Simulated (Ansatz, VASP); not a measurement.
## Na in VASP and in Ansatz

```
Na
1.0
     3.76700    0.05651    0.05651
    -1.83457    3.23407    0.02068
     0.09231    0.09231    6.15400
Na
2
Direct
  0.33333 0.66667 0.25000
  0.66667 0.33333 0.75000
```

Change from the starting cell: equal xy, yz and zx shear strains of +3 %, crystal datasets.

Alike in both runs: task electric field gradients; functional PBEsol; k mesh 13 × 13 × 7; occupations fermi-dirac, width 0.05 eV; no spin polarisation.

```csv
,VASP,Ansatz
version,VASP 6.6.1,Ansatz 0.2.0
potentials or method,"VASP PAW PBE potentials, release 64 (Na_pv), cutoff 520 eV","all-electron PAW with datasets made for the crystal, scalar-relativistic"
```

```csv
,VASP,Ansatz,Ansatz less VASP
pressure (GPa),-0.3,-0.3,0.00
"traceless stress, the component that is largest in VASP (GPa)",-0.11,-0.11,0.000
rms of the force components (eV/Å),0.005,0.005,-0.0004
size of Vzz on the site where it differs most (V/Å²),0.3,0.3,0.00
```

VASP's potentials were made for PBE, not for PBEsol. Atom by atom the forces differ by 0.000 eV/Å (rms over components). Ansatz ran all-electron here, and VASP with PAW potentials.
